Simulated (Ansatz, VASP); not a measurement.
**TiAl: VASP beside Ansatz**

```
Ti Al
1.0
     2.80891    0.00000    0.00000
     0.00000    3.04025    0.00000
     0.00000    0.00000    3.15608
Ti Al
1 1
Cartesian
  0.0000 0.0000 0.0000
  1.4045 1.5201 1.5780
```

Change from the starting cell: normal strain along x -0.1100, normal strain along y -0.0367.

Alike in both runs: task single point; functional PBEsol; k mesh 14 × 14 × 14; occupations gaussian, width 0.15 eV; no spin polarisation.

|  | VASP | Ansatz |
| --- | --- | --- |
| version | VASP 6.6.1 | Ansatz 0.2.0 |
| potentials or method | VASP PAW PBE potentials, release 64 (Ti_sv, Al), cutoff 520 eV | scalar-relativistic, plane waves, PAW |
| valence electrons in the cell | 15 | 15 |

VASP gave:

* gap on the k mesh at the Fermi level (eV): none
* pressure (GPa): 25.1
* traceless stress, the component that is largest in VASP (GPa): -3.10

Task: Which values does Ansatz return?

Result: gap on the k mesh at the Fermi level (eV): none; pressure (GPa): 25.1; traceless stress, the component that is largest in VASP (GPa): -3.11.

VASP's potentials were made for PBE, not for PBEsol, and Ansatz warns of the same on its side. A gap of «none» marks a metal or a gap that the smearing closes.
